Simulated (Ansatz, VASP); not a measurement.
# B4W8C in VASP and in Ansatz

```
B W C
1.0
     5.56717    0.00000    0.00000
     0.00000    5.56717    0.00000
     0.00000    0.00000    4.76588
B W C
4 8 1
Direct
  0.97721 0.99562 0.22815
  0.99054 0.97600 0.80396
  0.50635 0.50125 0.76766
  0.52530 0.47245 0.16909
  0.33510 0.21994 0.43355
  0.82466 0.32580 0.47077
  0.16479 0.31272 0.95487
  0.65802 0.14686 0.95987
  0.83881 0.65060 0.01560
  0.32873 0.79210 0.06913
  0.66226 0.83028 0.51419
  0.15674 0.68774 0.54245
  0.31177 0.00060 0.74685
```

Alike in both runs: functional LDA; k mesh 2 × 2 × 2; occupations fermi-dirac, width 0.15 eV; no spin polarisation.

Ansatz relaxed the structure, and its values are those at the end. VASP's run is a single point on that final structure, the one shown.

|  | VASP | Ansatz |
| --- | --- | --- |
| version | VASP 6.6.1 | Ansatz 0.2.0 |
| potentials or method | VASP PAW LDA potentials, release 64 (B, W_sv, C), cutoff 520 eV | scalar-relativistic, plane waves, PAW |
| valence electrons in the cell | 128 | 128 |

```tsv
	VASP	Ansatz	Ansatz less VASP
rms of the force components (eV/Å)	0.030	0.023	-0.0070
```

LDA's correlation is that of Perdew and Zunger in VASP and of Perdew and Wang (1992) in Ansatz.

The k mesh is coarse, so the values compare programs but aren't converged. Neither program's run includes spin-orbit coupling.
